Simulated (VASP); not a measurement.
# ReSb2 (P-3m1) in VASP: further runs, part 2 of 2

VASP 6.6.1.

## 3. Relaxation of cell and atoms, PBEsol

This run uses another cell than the first one, of 21.79 Å³/atom, 1.012 times its volume.

The input, INCAR:

```
SYSTEM = ReSb2
PREC = Accurate ; ENCUT = 600
EDIFF = 1E-6 ; ISMEAR = 0
SIGMA = 0.05 ; LREAL = .FALSE.
LASPH = .TRUE. ; NELM = 100
ALGO = Normal ; ISIF = 3
LWAVE = .FALSE. ; LCHARG = .FALSE.
GGA = PS ; IBRION = 2
NSW = 80 ; EDIFFG = -0.01
```

The input, KPOINTS:

```
regular mesh
0
G
  10 10 6
  0 0 0
```

The input, POSCAR:

```
ReSb2
1.0
    3.6033823276      0.0000000000      0.0000000000
   -1.8016911638      3.1206206352      0.0000000000
    0.0000000000      0.0000000000      5.8130035662
Re Sb
1 2
Direct
    0.0000000000      0.0000000000      0.0000000000
    0.3333333333      0.6666666667      0.2520000000
    0.6666666667      0.3333333333      0.7480000000
```

Potentials or basis: VASP PAW PBE potentials, release 64 (Re, Sb).

Command:

```
> cat potpaw_PBE.64/Re/POTCAR potpaw_PBE.64/Sb/POTCAR > POTCAR
> mpirun -np 1 vasp_std > vasp.out
```

OUTCAR:

```text
SYSTEM = ReSb2
   PREC = Accurate
   ENCUT = 600
   EDIFF = 1E-6
   ISMEAR = 0
   LREAL = .FALSE.
   LASPH = .TRUE.
   NELM = 100
   ISIF = 3
   GGA = PS
   IBRION = 2
   NSW = 80
   EDIFFG = -0.01

 ion  position               nearest neighbor table
   1  0.000  0.000  0.000-   2 2.54   3 2.54   2 2.54   3 2.54   3 2.54   2 2.54
   2  0.333  0.667  0.252-   1 2.54   1 2.54   1 2.54   3 3.56   3 3.56   3 3.56   3 3.59   3 3.59
                             3 3.59
   3  0.667  0.333  0.748-   1 2.54   1 2.54   1 2.54   2 3.56   2 3.56   2 3.56   2 3.59   2 3.59
                             2 3.59

  LATTYP: Found a hexagonal cell.
 ALAT       =     3.6033823276
 C/A-ratio  =     1.6132075472

  Lattice vectors:

 A1 = (   3.6033823276,   0.0000000000,   0.0000000000)
 A2 = (  -1.8016911638,   3.1206206352,   0.0000000000)
 A3 = (   0.0000000000,   0.0000000000,   5.8130035662)

Analysis of symmetry for initial positions (statically):
=====================================================================
 Subroutine PRICEL returns:
 Original cell was already a primitive cell.

 Routine SETGRP: Setting up the symmetry group for a
 hexagonal supercell.

 Subroutine GETGRP returns: Found 12 space group operations
 (whereof 12 operations were pure point group operations)
 out of a pool of 24 trial point group operations.

The static configuration has the point symmetry D_3d.

Analysis of symmetry for dynamics (positions and initial velocities):
[... 208 lines left out ...]

 k-point     1 :       0.0000    0.0000    0.0000
  band No.  band energies     occupation
      1      -5.7778      2.00000
      2      -3.8247      2.00000
      3      -0.0580      2.00000
      4       2.9016      2.00000
      5       2.9016      2.00000
      6       4.1302      2.00000
      7       4.1863      2.00000
      8       4.1863      2.00000
      9       6.7645      0.00000
     10       6.9488      0.00000
     11       6.9488      0.00000
     12       7.9591      0.00000
[... 412 lines left out ...]
  FREE ENERGIE OF THE ION-ELECTRON SYSTEM (eV)
  ---------------------------------------------------
  free  energy   TOTEN  =       -20.9116363865 eV

  energy  without entropy=      -20.9077696859  energy(sigma->0) =      -20.90970304

[... ionic steps 4 to 15 ...]

--------------------------------------- Ionic step       16  -------------------------------------------

 number of electron      17.0000000 magnetization

------------------------ aborting loop because EDIFF is reached ----------------------------------------
[... 69 lines left out ...]
--------------------------------------- Ionic step       18  -------------------------------------------

 number of electron      17.0000000 magnetization

 Free energy of the ion-electron system (eV)
  ---------------------------------------------------
  ext. energy  EPLUGINS =         0.00000000
  ---------------------------------------------------
  free energy    TOTEN  =       -21.38812893 eV

  energy without entropy =      -21.38447202  energy(sigma->0) =      -21.38630047

 E-fermi :   8.9933     XC(G=0): -11.3492

 val. band max:        8.9916177360   @ k =  -0.1000   0.3000   0.3333
 cond. band min:       9.0100199730   @ k =   0.3000   0.2000   0.3333
 fundamental gap:      0.0184022370
 Fermi energy:         8.9933119412

 k-point     1 :       0.0000    0.0000    0.0000
  band No.  band energies     occupation
      1      -4.1348      2.00000
      2      -1.4157      2.00000
      3       1.7698      2.00000
      4       6.5967      2.00000
      5       6.5967      2.00000
      6       6.8771      2.00000
      7       8.0089      2.00000
      8       8.0089      2.00000
      9      10.7810      0.00000
     10      13.0249      0.00000
     11      13.0249      0.00000
     12      13.9204      0.00000
[... 375 lines left out ...]
  FREE ENERGIE OF THE ION-ELECTRON SYSTEM (eV)
  ---------------------------------------------------
  free  energy   TOTEN  =       -21.3881289266 eV

  energy  without entropy=      -21.3844720227  energy(sigma->0) =      -21.38630047

 reached required accuracy - stopping structural energy minimisation
```

CONTCAR:

```text
ReSb2
   1.00000000000000
     3.4085243520465034   -0.0000000000000000   -0.0000000000000000
    -1.7042621760232517    2.9518686782494576    0.0000000000000000
     0.0000000000000000   -0.0000000000000002    6.4209018497854489
  Re              Sb
     1     2
Direct
     0.0000000000000000    0.0000000000000000    0.0000000000000000
     0.3333333332999970    0.6666666667000030    0.2893426828960192
     0.6666666667000030    0.3333333332999970    0.7106573171039808

  0.00000000E+00  0.00000000E+00  0.00000000E+00
  0.00000000E+00  0.00000000E+00  0.00000000E+00
  0.00000000E+00  0.00000000E+00  0.00000000E+00
```

Wall time 5.8 min (1 thread of Intel Xeon 6975P-C (Granite Rapids), shared host); peak memory 0.27 GiB.

Results:

```yaml
Free_energy: -21.3881 eV
Relaxed_volume: 21.53 Å³/atom
Relaxed_cell: a = 3.409 Å, b = 3.409 Å, c = 6.421 Å, α = 90.00°, β = 90.00°, γ = 120.00°
Space_group_after_relaxing_to_0.05_Å: P-3m1 (No. 164)
Energy_gained_by_relaxing: 370.6 meV/atom
Ionic_steps: 18
Pressure_after_relaxing: 0.0 GPa
```

Step by step:
| step | energy change (eV) | largest force (eV/Å) | pressure (GPa) | volume (Å³) |
| --- | --- | --- | --- | --- |
| 1 | 0.0000 | 3.6843 | 17.81 | 65.37 |
| 2 | 0.9748 | 1.8599 | -18.85 | 91.02 |
| 3 | -0.6352 | 0.6741 | -4.40 | 73.71 |
| 4 | -0.6421 | 0.8658 | -3.09 | 72.95 |
| 5 | -0.6424 | 0.9283 | -2.65 | 72.71 |
| 6 | -0.8629 | 0.7473 | -2.69 | 70.56 |
| 7 | -1.0423 | 0.8888 | -1.49 | 63.74 |
| 8 | -1.0949 | 0.0953 | -2.79 | 66.61 |
| 9 | -1.0997 | 0.2086 | -2.65 | 66.13 |
| 10 | -1.0426 | 0.7644 | 7.31 | 61.79 |
| 11 | -1.1113 | 0.0526 | -0.06 | 64.83 |
| 12 | -1.1113 | 0.0578 | -0.03 | 64.80 |
| 13 | -1.1115 | 0.0321 | 0.01 | 64.71 |
| 14 | -1.1116 | 0.0052 | 0.02 | 64.62 |
| 15 | -1.1117 | 0.0006 | -0.05 | 64.63 |
| 16 | -1.1117 | 0.0098 | -0.13 | 64.66 |
| 17 | -1.1117 | 0.0037 | -0.07 | 64.63 |
| 18 | -1.1117 | 0.0018 | -0.03 | 64.60 |

Final structure:
```xyz
3
Lattice="3.4085 0.0000 0.0000 -1.7043 2.9519 0.0000 0.0000 0.0000 6.4209" Properties=species:S:1:pos:R:3 pbc="T T T"
Re    0.0000    0.0000    0.0000
Sb    0.0000    1.9679    1.8578
Sb    1.7043    0.9840    4.5631
```

Caveat: the PAW data sets were made with another functional, which shifts forces and pressure a little; spin-orbit coupling is left out, which moves the levels of the heavy elements.

## 4. Single point, PBEsol (volume scaled by 0.960)

The input, INCAR:

```
ALGO = Normal ; EDIFF = 1E-7
ENCUT = 520 ; GGA = PS
ISIF = 2 ; ISMEAR = 0
LASPH = T ; LCHARG = T
LELF = T ; LREAL = F
LVHAR = T ; LWAVE = F
NBANDS = 16 ; NELM = 100
PREC = Accurate ; SIGMA = 0.05
```

The input, KPOINTS:

```
k-points
0
Gamma
  10 10 6
```

The input, POSCAR:

```
ReSb2
1.0
    3.3636854767      0.0000000000      0.0000000000
   -1.6818427384      2.9130370732      0.0000000000
    0.0000000000      0.0000000000      6.3286267506
Re Sb
1 2
Direct
    0.0000000000      0.0000000000      0.0000000000
    0.3333333333      0.6666666667      0.2941084791
    0.6666666667      0.3333333333      0.7058915209
```

Potentials or basis: VASP PAW PBE potentials, release 64 (Re, Sb).

Command:

```
> cat potpaw_PBE.64/Re/POTCAR potpaw_PBE.64/Sb/POTCAR > POTCAR
> mpirun -np 1 vasp_std > vasp.out
```

OUTCAR:

```text
EDIFF = 1E-7
   ENCUT = 520
   GGA = PS
   ISIF = 2
   ISMEAR = 0
   LASPH = T
   LREAL = F
   NELM = 100
   PREC = Accurate

 ion  position               nearest neighbor table
   1  0.000  0.000  0.000-   2 2.69   3 2.69   3 2.69   2 2.69   3 2.69   2 2.69
   2  0.333  0.667  0.294-   1 2.69   1 2.69   1 2.69   3 3.25   3 3.25   3 3.25
   3  0.667  0.333  0.706-   1 2.69   1 2.69   1 2.69   2 3.25   2 3.25   2 3.25

  LATTYP: Found a hexagonal cell.
 ALAT       =     3.3636854767
 C/A-ratio  =     1.8814561571

  Lattice vectors:

 A1 = (   3.3636854767,   0.0000000000,   0.0000000000)
 A2 = (  -1.6818427384,   2.9130370732,   0.0000000000)
 A3 = (   0.0000000000,   0.0000000000,   6.3286267506)

Analysis of symmetry for initial positions (statically):
=====================================================================
 Subroutine PRICEL returns:
 Original cell was already a primitive cell.

 Routine SETGRP: Setting up the symmetry group for a
 hexagonal supercell.

 Subroutine GETGRP returns: Found 12 space group operations
 (whereof 12 operations were pure point group operations)
 out of a pool of 24 trial point group operations.

The static configuration has the point symmetry D_3d.

Analysis of symmetry for dynamics (positions and initial velocities):
=====================================================================
 Subroutine PRICEL returns:
 Original cell was already a primitive cell.

 Routine SETGRP: Setting up the symmetry group for a
 hexagonal supercell.

 Subroutine GETGRP returns: Found 12 space group operations
 (whereof 12 operations were pure point group operations)
 out of a pool of 24 trial point group operations.

The dynamic configuration has the point symmetry D_3d.

 Subroutine INISYM returns: Found 12 space group operations
[... 111 lines left out ...]
   NUPDOWN=      -1.0000    fix difference up-down
   EMIN   =  10.00;   EMAX   =-10.00  energy-range for DOS
   EFERMI =   0.00;   METHOD = LEGACY
   ISMEAR =     0;   SIGMA  =   0.05  broadening in eV -4-tet -1-fermi 0-gaus
   EFERMI_NEDOS =   21; number of points for ismear=-14 and -15
   IALGO  =     38    algorithm
   IMIX   =      4    mixing-type and parameters
     AMIX     =   0.40;   BMIX     =  1.00
     AMIX_MAG =   1.60;   BMIX_MAG =  1.00
  volume/ion in A,a.u.               =      20.67       139.49
  Fermi-wavevector in a.u.,A,eV,Ry     =   1.063492  2.009708 15.388393  1.131015
  Thomas-Fermi vector in A             =   2.198979
   LORBIT       =      0    0 simple, 1 ext, 2 COOP (PROOUT), +10 PAW based schemes
   GGA     = PS    functional components
   LHFCALC =     F    Hartree Fock is set to
   AEXX    =    0.0000 exact exchange contribution
   IVDW    =     0    specifies the selected vdW correction
   LEPSILON=     F    determine dielectric tensor
   LRPA    =     F    only Hartree local field effects (RPA)
 non-spin polarized calculation
 Gauss-broadening in eV      SIGMA  =   0.05
  energy-cutoff  :      520.00
  volume of cell :       62.01
 maximum number of plane-waves:      1692
 NGX is ok and might be reduce to    28
   NGX = 13   NGY = 13   NGZ = 23

 number of electron      17.0000000 magnetization

 Free energy of the ion-electron system (eV)
  ---------------------------------------------------
  ext. energy  EPLUGINS =         0.00000000
  ---------------------------------------------------
  free energy    TOTEN  =       -21.35802196 eV

  energy without entropy =      -21.35507347  energy(sigma->0) =      -21.35654772

 E-fermi :   9.5957     XC(G=0): -11.5584

 val. band max:        9.5757725047   @ k =   0.3000   0.2000   0.0000
 cond. band min:       9.6050515745   @ k =   0.4000   0.2000   0.3333
 fundamental gap:      0.0292790698
 Fermi energy:         9.5957360331

 k-point     1 :       0.0000    0.0000    0.0000
  band No.  band energies     occupation
      1      -3.9325      2.00000
      2      -0.9675      2.00000
      3       2.0415      2.00000
      4       7.1596      2.00000
      5       7.1596      2.00000
      6       7.3009      2.00000
[... 433 lines left out ...]
      3       2.7715      2.00000
      4       4.3835      2.00000
      5       5.9594      2.00000
      6       6.6815      2.00000
[... 8 lines left out ...]
     15      16.2188      0.00000
     16      16.8425      0.00000

 [... further k-points ...]
[... 5 lines left out ...]
  --------------------------------------------------------------------------------------
  -------------------------------------------------------------------------------------
  Total        1.5447361      1.5447361      1.4971634     -0.0000000      0.0000000      0.0000000
  in kB       39.9111285     39.9111285     38.6819978     -0.0000000      0.0000000      0.0000000
  external PRESSURE =      39.5014183 kB  Pullay stress =       0.0000000 kB

 VOLUME and BASIS-vectors are now :
 -----------------------------------------------------------------------------
  energy-cutoff  :      520.00
  volume of cell :       62.01
      direct lattice vectors                 reciprocal lattice vectors
     3.363685477  0.000000000  0.000000000     0.297292956  0.171642168  0.000000000
    -1.681842738  2.913037073  0.000000000     0.000000000  0.343284337  0.000000000
     0.000000000  0.000000000  6.328626751     0.000000000  0.000000000  0.158012163

 POSITION                                       TOTAL-FORCE (eV/Angst)
 -----------------------------------------------------------------------------------
      0.00000      0.00000      0.00000         0.000000      0.000000      0.000000
     -0.00000      1.94202      1.86130         0.000000     -0.000000      0.014685
      1.68184      0.97101      4.46732        -0.000000      0.000000     -0.014685
 -----------------------------------------------------------------------------------
    total drift:                               -0.000000     -0.000000     -0.000000

  FREE ENERGIE OF THE ION-ELECTRON SYSTEM (eV)
  ---------------------------------------------------
  free  energy   TOTEN  =       -21.3580219589 eV

  energy  without entropy=      -21.3550734713  energy(sigma->0) =      -21.35654772
```

It took 36 s on 1 thread of Intel Xeon 6975P-C (Granite Rapids), shared host; peak memory 0.23 GiB.

Results:

* Free energy: -21.3580 eV
* Pressure: 4.0 GPa
* Largest force: 0.015 eV/Å

Forces in eV/Å, atoms in the order of the input:
```
Re   0.000  0.000  0.000
Sb   0.000  0.000  0.015
Sb   0.000  0.000 -0.015
```

Stress tensor (GPa, compression positive):
```
3.99 0.00 0.00
0.00 3.99 0.00
0.00 0.00 3.87
```

Levels at points of the mesh, in eV from the Fermi level:
| k point | band 6 | band 7 | band 8 | band 9 | band 10 | band 11 |
| --- | --- | --- | --- | --- | --- | --- |
| (0.00, 0.00, 0.00) | -2.29 | -1.00 | -1.00 | 2.00 | 4.24 | 4.24 |
| (0.50, 0.00, 0.00) | -2.82 | -2.50 | -1.31 | 0.05 | 0.74 | 1.07 |
| (0.00, 0.00, 0.50) | -2.39 | -1.01 | -1.01 | 0.49 | 3.35 | 3.35 |
| (0.50, 0.00, 0.50) | -2.80 | -2.79 | 0.26 | 0.74 | 1.47 | 1.53 |

Caveat: the cell differs from its parent crystal (volume scaled by 0.960); the PAW data sets were made with another functional, which shifts forces and pressure a little; spin-orbit coupling is left out, which moves the levels of the heavy elements.

## 5. The runs side by side

```tsv
task	cell	cutoff (eV)	gap on the mesh (eV)	pressure (GPa)	largest force (eV/Å)
single point	a = 3.403, b = 3.403, c = 6.440 Å, angles 90.0, 90.0, 120.0°, 3 atoms	520	none	0.1	0.02
relaxation of cell and atoms	relaxed from a = 3.603, b = 3.603, c = 5.813 Å, angles 90.0, 90.0, 120.0°, 3 atoms	600	none	0.0	-
single point	a = 3.364, b = 3.364, c = 6.329 Å, angles 90.0, 90.0, 120.0°, 3 atoms	520	none	4.0	0.01
```

Alike in all rows: level PBEsol; potentials or basis VASP PAW PBE potentials, release 64 (Re, Sb); no spin polarisation; k mesh 10 × 10 × 6; smearing gaussian 0.05 eV.

Caveats: the PAW data sets were made with another functional, which shifts forces and pressure a little; spin-orbit coupling is left out, which moves the levels of the heavy elements.

Absolute energies hang on the potentials; compare differences alone.
